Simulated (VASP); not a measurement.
# Te (Pm-3m) in VASP: further runs

Runs on Te. Level: PBE. Tasks: single point.

Everything below comes from runs of VASP 6.6.1. Logs are shortened: lines on timing, memory, paths and dates and some standing lists are left out, and cuts for length are marked.

## 1. The cell of the first run

It takes space group Pm-3m (No. 221, cubic). The conventional cell has a = 3.202 Å, b = 3.202 Å, c = 3.202 Å, α = 90.00°, β = 90.00°, γ = 90.00°. Te (site symmetry m-3m) has 6 Te at 3.20 Å within 4.2 Å.

This isn't the form of Te at room conditions, which is trigonal, of chains.

## 2. Single point, PBE (32.83 Å³/atom)

INCAR reads:

```
  ALGO = Normal
  EDIFF = 1E-7
  ENCUT = 520
  GGA = PE
  ISIF = 2
  ISMEAR = -1
  LASPH = T
  LCHARG = F
  LREAL = F
  LWAVE = F
  NBANDS = 9
  NELM = 60
  PREC = Accurate
  SIGMA = 0.1
```

KPOINTS reads:

```
k-points
0
Gamma
  11 11 11
```

POSCAR reads:

```
Te
1.0
    3.2020302061      0.0000000000      0.0000000000
    0.0000000000      3.2020302061      0.0000000000
    0.0000000000      0.0000000000      3.2020302061
Te
1
Direct
    0.0000000000      0.0000000000      0.0000000000
```

Potentials or basis: VASP PAW PBE potentials, release 64 (Te).

On the command line:

```
cat potpaw_PBE.64/Te/POTCAR > POTCAR
mpirun -np 1 vasp_std > vasp.out
```

OUTCAR:

```text
EDIFF = 1E-7
   ENCUT = 520
   GGA = PE
   ISIF = 2
   ISMEAR = -1
   LASPH = T
   LREAL = F
   NELM = 60
   PREC = Accurate

 ion  position               nearest neighbor table
   1  0.000  0.000  0.000-

  LATTYP: Found a simple cubic cell.
 ALAT       =     3.2020302061

  Lattice vectors:

 A1 = (   3.2020302061,   0.0000000000,   0.0000000000)
 A2 = (   0.0000000000,   3.2020302061,   0.0000000000)
 A3 = (   0.0000000000,   0.0000000000,   3.2020302061)

Analysis of symmetry for initial positions (statically):
=====================================================================
 Subroutine PRICEL returns:
 Original cell was already a primitive cell.

 Routine SETGRP: Setting up the symmetry group for a
 simple cubic supercell.

 Subroutine GETGRP returns: Found 48 space group operations
 (whereof 48 operations were pure point group operations)
 out of a pool of 48 trial point group operations.

The static configuration has the point symmetry O_h .

Analysis of symmetry for dynamics (positions and initial velocities):
=====================================================================
 Subroutine PRICEL returns:
 Original cell was already a primitive cell.

 Routine SETGRP: Setting up the symmetry group for a
 simple cubic supercell.

 Subroutine GETGRP returns: Found 48 space group operations
 (whereof 48 operations were pure point group operations)
 out of a pool of 48 trial point group operations.

The dynamic configuration has the point symmetry O_h .

 Subroutine INISYM returns: Found 48 space group operations
 (whereof 48 operations are pure point group operations),
 and found     1 'primitive' translations

----------------------------------------------------------------------------------------

                                     Primitive cell

  volume of cell :      32.8304

  direct lattice vectors                    reciprocal lattice vectors
     3.202030206  0.000000000  0.000000000     0.312301863  0.000000000  0.000000000
     0.000000000  3.202030206  0.000000000     0.000000000  0.312301863  0.000000000
     0.000000000  0.000000000  3.202030206     0.000000000  0.000000000  0.312301863

  length of vectors
     3.202030206  3.202030206  3.202030206     0.312301863  0.312301863  0.312301863

  position of ions in fractional coordinates (direct lattice)
     0.000000000  0.000000000  0.000000000

  ion indices of the primitive-cell ions
   primitive index   ion index
                 1           1

----------------------------------------------------------------------------------------

 KPOINTS: k-points

Automatic generation of k-mesh.
 Grid dimensions read from file:
 generate k-points for:   11   11   11

 Generating k-lattice:

  Cartesian coordinates                     Fractional coordinates (reciprocal lattice)
     0.028391078  0.000000000  0.000000000     0.090909091  0.000000000  0.000000000
     0.000000000  0.028391078  0.000000000     0.000000000  0.090909091  0.000000000
     0.000000000  0.000000000  0.028391078     0.000000000  0.000000000  0.090909091

  Length of vectors
     0.028391078  0.028391078  0.028391078

  Shift w.r.t. Gamma in fractional coordinates (k-lattice)
     0.000000000  0.000000000  0.000000000

 Subroutine IBZKPT returns following result:
 ===========================================

 Found     56 irreducible k-points:

 Following reciprocal coordinates:
            Coordinates               Weight
  0.000000  0.000000  0.000000      1.000000
  0.090909  0.000000  0.000000      6.000000
  0.181818  0.000000  0.000000      6.000000
  0.272727  0.000000  0.000000      6.000000
  0.363636  0.000000  0.000000      6.000000
  0.454545  0.000000  0.000000      6.000000
[... 16 lines left out ...]
  0.181818  0.090909  0.090909     24.000000
  0.272727  0.090909  0.090909     24.000000
 [... further k-points ...]
   k-points           NKPTS =     56   k-points in BZ     NKDIM =     56   number of bands    NBANDS=      9
   number of dos      NEDOS =    301   number of ions     NIONS =      1
   total plane-waves  NPLWV =  13824
   dimension x,y,z NGX =    24 NGY =   24 NGZ =   24
   dimension x,y,z NGXF=    48 NGYF=   48 NGZF=   48
   ions per type =               1
   NGX,Y,Z   is equivalent  to a cutoff of  12.46, 12.46, 12.46 a.u.
   NGXF,Y,Z  is equivalent  to a cutoff of  24.92, 24.92, 24.92 a.u.
 SYSTEM =  unknown system
   PREC   = accura    normal or accurate (medium, high low for compatibility)
   ISTART =      0    job   : 0-new  1-cont  2-samecut
   ICHARG =      2    charge: 1-file 2-atom 10-const
   ISPIN  =      1    spin polarized calculation?
   LNONCOLLINEAR =      F non collinear calculations
   LSORBIT =      F    spin-orbit coupling
   LASPH  =      T    aspherical Exc in radial PAW
   ENCUT  =  520.0 eV  38.22 Ry    6.18 a.u.   5.95  5.95  5.95*2*pi/ulx,y,z
   NELM   =     60;   NELMIN=  2; NELMDL= -5     # of ELM steps
   EDIFF  = 0.1E-06   stopping-criterion for ELM
   LREAL  =      F    real-space projection
   EDIFFG = 0.1E-05   stopping-criterion for IOM
   NSW    =      0    number of steps for IOM
   IBRION =     -1    ionic relax: 0-MD 1-quasi-New 2-CG
   NFREE  =      0    steps in history (QN), initial steepest desc. (CG)
   ISIF   =      2    stress and relaxation
   ISYM   =      2    0-nonsym 1-usesym 2-fastsym
   POTIM  = 0.5000    time-step for ionic-motion
   TEBEG  =    0.0;   TEEND  =   0.0 temperature during run
   PSTRESS=    0.0 pullay stress
   NELECT =       6.0000    total number of electrons
   NUPDOWN=      -1.0000    fix difference up-down
   EMIN   =  10.00;   EMAX   =-10.00  energy-range for DOS
   EFERMI =   0.00;   METHOD = LEGACY
   ISMEAR =    -1;   SIGMA  =   0.10  broadening in eV -4-tet -1-fermi 0-gaus
   EFERMI_NEDOS =   21; number of points for ismear=-14 and -15
   IALGO  =     38    algorithm
   IMIX   =      4    mixing-type and parameters
     AMIX     =   0.40;   BMIX     =  1.00
     AMIX_MAG =   1.60;   BMIX_MAG =  1.00
  volume/ion in A,a.u.               =      32.83       221.55
  Fermi-wavevector in a.u.,A,eV,Ry     =   0.929037  1.755626 11.743329  0.863110
  Thomas-Fermi vector in A             =   2.055278
   LORBIT       =      0    0 simple, 1 ext, 2 COOP (PROOUT), +10 PAW based schemes
   GGA     = PE    functional components
   LHFCALC =     F    Hartree Fock is set to
   AEXX    =    0.0000 exact exchange contribution
   IVDW    =     0    specifies the selected vdW correction
   LEPSILON=     F    determine dielectric tensor
   LRPA    =     F    only Hartree local field effects (RPA)
 non-spin polarized calculation
  energy-cutoff  :      520.00
  volume of cell :       32.83
 maximum number of plane-waves:       903
 NGX is ok and might be reduce to    24
   NGX = 11   NGY = 11   NGZ = 11

 number of electron       6.0000001 magnetization

 Free energy of the ion-electron system (eV)
  ---------------------------------------------------
  ext. energy  EPLUGINS =         0.00000000
  ---------------------------------------------------
  free energy    TOTEN  =        -3.11138307 eV

  energy without entropy =       -3.09286894  energy(sigma->0) =       -3.10212600

 E-fermi :   6.3848     XC(G=0):  -9.2628

 val. band max:        6.3675196408   @ k =   0.4545   0.1818   0.1818
 cond. band min:       6.5273293706   @ k =   0.0909   0.0000   0.0000
 fundamental gap:      0.1598097298
 Fermi energy:         6.3848104599

 k-point     1 :       0.0000    0.0000    0.0000
  band No.  band energies     occupation
      1      -7.1864      2.00000
      2       7.5670      0.00001
      3       7.5670      0.00001
      4       7.5670      0.00001
      5      12.4331      0.00000
      6      12.4331      0.00000
      7      12.8636      0.00000
      8      23.7760      0.00000
      9      23.7760      0.00000

 k-point     2 :       0.0909    0.0000    0.0000
  band No.  band energies     occupation
      1      -7.0902      2.00000
      2       6.5273      0.38770
      3       7.6533      0.00001
      4       7.6533      0.00001
      5      12.5229      0.00000
      6      12.7899      0.00000
      7      13.8466      0.00000
      8      22.2113      0.00000
      9      22.2113      0.00000

 k-point     3 :       0.1818    0.0000    0.0000
  band No.  band energies     occupation
      1      -6.8111      2.00000
      2       4.6668      2.00000
      3       7.8981      0.00000
      4       7.8981      0.00000
      5      12.7870      0.00000
      6      13.1293      0.00000
      7      16.2282      0.00000
      8      20.4367      0.00000
      9      20.4367      0.00000

 k-point     4 :       0.2727    0.0000    0.0000
  band No.  band energies     occupation
      1      -6.3846      2.00000
      2       2.8735      2.00000
      3       8.2538      0.00000
      4       8.2538      0.00000
      5      13.2044      0.00000
      6      13.6606      0.00000
      7      18.3876      0.00000
      8      18.9026      0.00000
      9      18.9026      0.00000
[... 205 lines left out ...]
 k-point    22 :       0.0909    0.0909    0.0909
  band No.  band energies     occupation
      1      -6.8977      2.00000
      2       6.6817      0.09767
      3       6.6817      0.09767
      4       6.7569      0.04729
      5      13.8680      0.00000
      6      13.8680      0.00000
      7      14.2117      0.00000
      8      20.7590      0.00000
      9      20.7598      0.00000

 k-point    23 :       0.1818    0.0909    0.0909
  band No.  band energies     occupation
      1      -6.6184      2.00000
      2       4.8503      2.00000
      3       6.9314      0.00842
      4       6.9955      0.00444
      5      14.1182      0.00000
      6      14.3279      0.00000
      7      16.2562      0.00000
      8      18.9086      0.00000
      9      19.2668      0.00000

 k-point    24 :       0.2727    0.0909    0.0909
  band No.  band energies     occupation
      1      -6.1916      2.00000
      2       3.0590      2.00000
      3       7.2980      0.00022
      4       7.3857      0.00009
      5      14.5023      0.00000
      6      14.6150      0.00000
      7      17.0725      0.00000
      8      17.3161      0.00000
      9      19.7264      0.00000

 [... further k-points ...]
[... 5 lines left out ...]
  --------------------------------------------------------------------------------------
  -------------------------------------------------------------------------------------
  Total       -0.0172350     -0.0172350     -0.0172350     -0.0000000     -0.0000000      0.0000000
  in kB       -0.8410981     -0.8410981     -0.8410981     -0.0000000     -0.0000000      0.0000000
  external PRESSURE =      -0.8410981 kB  Pullay stress =       0.0000000 kB

 VOLUME and BASIS-vectors are now :
 -----------------------------------------------------------------------------
  energy-cutoff  :      520.00
  volume of cell :       32.83
      direct lattice vectors                 reciprocal lattice vectors
     3.202030206  0.000000000  0.000000000     0.312301863  0.000000000  0.000000000
     0.000000000  3.202030206  0.000000000     0.000000000  0.312301863  0.000000000
     0.000000000  0.000000000  3.202030206     0.000000000  0.000000000  0.312301863

 POSITION                                       TOTAL-FORCE (eV/Angst)
 -----------------------------------------------------------------------------------
      0.00000      0.00000      0.00000         0.000000      0.000000      0.000000
 -----------------------------------------------------------------------------------
    total drift:                               -0.000000      0.000000      0.000000

  FREE ENERGIE OF THE ION-ELECTRON SYSTEM (eV)
  ---------------------------------------------------
  free  energy   TOTEN  =        -3.1113830659 eV

  energy  without entropy=       -3.0928689377  energy(sigma->0) =       -3.10212600
```

Wall time 7.1 s (1 thread of Intel Xeon Platinum 8375C at 2.90GHz (Ice Lake), shared host); peak memory 0.14 GiB.

What came out:

* Free energy: -3.1114 eV
* Pressure: -0.1 GPa
* Band gap on the k mesh: zero (bands 3 and 4 overlap by 5.36 eV)

Caveat: spin-orbit coupling is left out, which moves the levels of the heavy elements.

## 3. Single point, PBE (34.14 Å³/atom)

This run uses another cell than the first one, of 34.14 Å³/atom.

INCAR reads:

```
SYSTEM = Te
ALGO = Normal ; EDIFF = 1E-6
ENCUT = 520 ; GGA = PE
ISIF = 2 ; ISMEAR = -1
LASPH = .True. ; LCHARG = .False.
LREAL = .False. ; LWAVE = .False.
NBANDS = 9 ; NELM = 80
PREC = Accurate ; SIGMA = 0.1
```

KPOINTS reads:

```
k-points
0
Gamma
  11 11 11
  0 0 0
```

POSCAR reads:

```
Te
1.0
    3.2441670146      0.0000000000      0.0000000000
    0.0000000000      3.2441670146      0.0000000000
    0.0000000000      0.0000000000      3.2441670146
Te
1
Direct
    0.0000000000      0.0000000000      0.0000000000
```

Potentials or basis: VASP PAW PBE potentials, release 64 (Te).

On the command line:

```
cat potpaw_PBE.64/Te/POTCAR > POTCAR
mpirun -np 1 vasp_std > vasp.out
```

Run time: 6 s. Hardware: 1 thread of Intel Xeon Platinum 8375C at 2.90GHz (Ice Lake), shared host; peak memory 0.14 GiB.

The run converged. Its results:

```yaml
Free_energy: -3.1031 eV
Pressure: -1.9 GPa
Band_gap_on_the_k_mesh: zero (bands 3 and 4 overlap by 5.10 eV)
```

Levels at points of the mesh, in eV from the Fermi level:
```
           k point  band 1  band 2  band 3  band 4  band 5  band 6
(0.00, 0.00, 0.00)  -13.28    1.14    1.14    1.14    6.10    6.10
```

Caveat: spin-orbit coupling is left out, which moves the levels of the heavy elements.

## 4. Single point, PBE (35.46 Å³/atom)

This run uses another cell than the first one, of 35.46 Å³/atom.

INCAR reads:

```
SYSTEM = Te
ALGO     = Normal         ! electronic algorithm
EDIFF    = 1E-6           ! SCF threshold, eV
ENCUT    = 520            ! plane-wave cutoff, eV
GGA      = PE             ! functional
ISIF     = 2              ! what is computed and relaxed
ISMEAR   = -1             ! smearing method
LASPH    = .TRUE.         ! aspherical terms in the spheres
LCHARG   = .FALSE.        ! write CHGCAR
LREAL    = .FALSE.        ! projectors in reciprocal space
LWAVE    = .FALSE.        ! write WAVECAR
NBANDS   = 9              ! bands
NELM     = 60             ! most SCF steps
PREC     = Accurate       ! precision mode
SIGMA    = 0.1            ! smearing width, eV
```

KPOINTS reads:

```
k-points
0
G
  11 11 11
  0 0 0
```

POSCAR reads:

```
Te
1.0
    3.2852367798      0.0000000000      0.0000000000
    0.0000000000      3.2852367798      0.0000000000
    0.0000000000      0.0000000000      3.2852367798
Te
1
Direct
    0.0000000000      0.0000000000      0.0000000000
```

Potentials or basis: VASP PAW PBE potentials, release 64 (Te).

On the command line:

```
cat potpaw_PBE.64/Te/POTCAR > POTCAR
mpirun -np 1 vasp_std > vasp.out
```

OUTCAR:

```text
SYSTEM = Te
   EDIFF = 1E-6
   ENCUT = 520
   GGA = PE
   ISIF = 2
   ISMEAR = -1
   LASPH = .TRUE.
   LREAL = .FALSE.
   NELM = 60
   PREC = Accurate

 ion  position               nearest neighbor table
   1  0.000  0.000  0.000-

  LATTYP: Found a simple cubic cell.
 ALAT       =     3.2852367798

  Lattice vectors:

 A1 = (   3.2852367798,   0.0000000000,   0.0000000000)
 A2 = (   0.0000000000,   3.2852367798,   0.0000000000)
 A3 = (   0.0000000000,   0.0000000000,   3.2852367798)

Analysis of symmetry for initial positions (statically):
=====================================================================
 Subroutine PRICEL returns:
 Original cell was already a primitive cell.

 Routine SETGRP: Setting up the symmetry group for a
 simple cubic supercell.

 Subroutine GETGRP returns: Found 48 space group operations
 (whereof 48 operations were pure point group operations)
 out of a pool of 48 trial point group operations.

The static configuration has the point symmetry O_h .

Analysis of symmetry for dynamics (positions and initial velocities):
=====================================================================
[... 154 lines left out ...]

 E-fermi :   5.4082     XC(G=0):  -8.9334

 val. band max:        5.3194205939   @ k =   0.3636   0.1818   0.1818
 cond. band min:       5.4205032213   @ k =   0.4545   0.1818   0.1818
 fundamental gap:      0.1010826274
 Fermi energy:         5.4082353860

 k-point     1 :       0.0000    0.0000    0.0000
  band No.  band energies     occupation
      1      -7.6009      2.00000
      2       6.5077      0.00003
      3       6.5077      0.00003
      4       6.5077      0.00003
      5      11.5609      0.00000
      6      11.5609      0.00000
      7      11.6022      0.00000
      8      22.2718      0.00000
      9      22.2718      0.00000
[... 265 lines left out ...]
 k-point    24 :       0.2727    0.0909    0.0909
  band No.  band energies     occupation
      1      -6.7169      2.00000
      2       2.4074      2.00000
      3       6.2811      0.00032
      4       6.3210      0.00022
      5      13.3883      0.00000
      6      13.4442      0.00000
      7      15.8175      0.00000
      8      16.2450      0.00000
      9      18.3176      0.00000

 [... further k-points ...]
[... 5 lines left out ...]
  --------------------------------------------------------------------------------------
  -------------------------------------------------------------------------------------
  Total       -0.7271509     -0.7271509     -0.7271509      0.0000000      0.0000000     -0.0000000
  in kB      -32.8575455    -32.8575455    -32.8575455      0.0000000      0.0000000     -0.0000000
  external PRESSURE =     -32.8575455 kB  Pullay stress =       0.0000000 kB

 VOLUME and BASIS-vectors are now :
 -----------------------------------------------------------------------------
  energy-cutoff  :      520.00
  volume of cell :       35.46
      direct lattice vectors                 reciprocal lattice vectors
     3.285236780  0.000000000  0.000000000     0.304392063  0.000000000  0.000000000
     0.000000000  3.285236780  0.000000000     0.000000000  0.304392063  0.000000000
     0.000000000  0.000000000  3.285236780     0.000000000  0.000000000  0.304392063

 POSITION                                       TOTAL-FORCE (eV/Angst)
 -----------------------------------------------------------------------------------
      0.00000      0.00000      0.00000         0.000000      0.000000      0.000000
 -----------------------------------------------------------------------------------
    total drift:                               -0.000000      0.000000      0.000000

  FREE ENERGIE OF THE ION-ELECTRON SYSTEM (eV)
  ---------------------------------------------------
  free  energy   TOTEN  =        -3.0817045733 eV

  energy  without entropy=       -3.0610462475  energy(sigma->0) =       -3.07137541
```

OSZICAR:

```text
N       E                     dE             d eps       ncg     rms          rms(c)
DAV:   1     0.111046722245E+02    0.11105E+02   -0.23295E+03  1008   0.509E+02
DAV:   2    -0.269936497917E+01   -0.13804E+02   -0.13272E+02  1320   0.679E+01
DAV:   3    -0.307432619752E+01   -0.37496E+00   -0.37342E+00  1234   0.114E+01
DAV:   4    -0.307699187853E+01   -0.26657E-02   -0.26655E-02  1425   0.116E+00
DAV:   5    -0.307701904073E+01   -0.27162E-04   -0.27162E-04  1309   0.931E-02    0.612E+00
DAV:   6    -0.307955163360E+01   -0.25326E-02   -0.18568E-03  1228   0.242E-01    0.377E+00
DAV:   7    -0.308168617922E+01   -0.21345E-02   -0.42553E-03  1090   0.365E-01    0.141E-01
DAV:   8    -0.308170190542E+01   -0.15726E-04   -0.14188E-04  1205   0.682E-02    0.236E-02
DAV:   9    -0.308170449045E+01   -0.25850E-05   -0.61604E-06  1373   0.150E-02    0.113E-02
DAV:  10    -0.308170457330E+01   -0.82859E-07   -0.71570E-07  1159   0.411E-03
   1 F= -.30817046E+01 E0= -.30713754E+01  d E =-.206583E-01
```

It took 6.4 s on 1 thread of Intel Xeon Platinum 8375C at 2.90GHz (Ice Lake), shared host; peak memory 0.14 GiB.

What came out:

- Free energy: -3.0817 eV
- Pressure: -3.3 GPa
- Band gap on the k mesh: zero (bands 3 and 4 overlap by 4.86 eV)

Caveat: the cell stands under tension; spin-orbit coupling is left out, which moves the levels of the heavy elements.

## 5. Overview

```csv
cell,gap on the mesh (eV),pressure (GPa)
"a = 3.202 Å, 1 atom",none,-0.1
"a = 3.244 Å, 1 atom",none,-1.9
"a = 3.285 Å, 1 atom",none,-3.3
```

Alike in all rows: task single point; level PBE; potentials or basis VASP PAW PBE potentials, release 64 (Te); no spin polarisation; k mesh 11 × 11 × 11; cutoff (eV) 520; smearing fermi-dirac 0.1 eV.

Caveats: spin-orbit coupling is left out, which moves the levels of the heavy elements; the cell stands under tension (at least some runs).

Absolute energies hang on the potentials; compare differences alone.
